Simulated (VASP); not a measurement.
**SnW2: single point with PBE**

Crystal: SnW2.

```
Sn W
1.0
     2.79691    0.00000    0.00000
     0.00000    2.79691    0.00000
     0.00000    0.00000    7.32571
Sn W
1 2
Cartesian
  0.0000 0.0000 0.0000
  1.3985 1.3985 2.4120
  1.3985 1.3985 4.9137
```

| Item | Value |
| --- | --- |
| Program | VASP 6.6.1 |
| Task | single point |
| Functional | PBE |
| Potentials or basis | VASP PAW PBE potentials, release 64 (Sn_d, W_sv) |
| Cutoff | 520 eV |
| k mesh | 6 × 6 × 4 |
| Occupations | gaussian, width 0.1 eV |
| Spin | no spin polarisation |
| Dipole correction | no |
| Further INCAR settings | ALGO = Normal; EDIFF = 1e-06; NBANDS = 28 |

The pressure is 0.2 GPa. The largest force is 0.039 eV/Å and the band gap on the k mesh is zero (band 21 reaches 11.50 eV, above the bottom of band 22 at 9.96 eV).

Forces on the atoms (eV/Å):
```
Sn   0.000  0.000  0.000
W    0.000  0.000 -0.039
W    0.000  0.000  0.039
```

Stress tensor (GPa, compression positive):
```
0.13 0.00 0.00
0.00 0.13 0.00
0.00 0.00 0.39
```

Levels at points of the mesh, in eV from the Fermi level:
```tsv
k point	band 19	band 20	band 21	band 22	band 23	band 24
(0.00, 0.00, 0.00)	-2.70	-2.57	0.34	0.34	2.88	2.88
(0.50, 0.00, 0.00)	-3.21	-1.31	0.43	0.82	1.03	1.08
(0.50, 0.50, 0.00)	-1.21	-1.14	-1.14	-0.63	-0.63	2.48
(0.00, 0.00, 0.50)	-3.09	-2.13	0.54	0.54	2.38	2.38
(0.50, 0.00, 0.50)	-2.45	-2.11	0.48	0.89	0.96	1.08
(0.50, 0.50, 0.50)	-3.18	-1.94	-0.57	0.45	2.00	2.00
```

Wall time 28 s on 1 thread of AMD EPYC 9R45 96-Core Processor (Zen 5), on a shared host, peak memory 0.17 GiB.

Caveat: the k points lie up to 0.37 Å⁻¹ apart; spin-orbit coupling is left out, which moves the levels of the heavy elements.
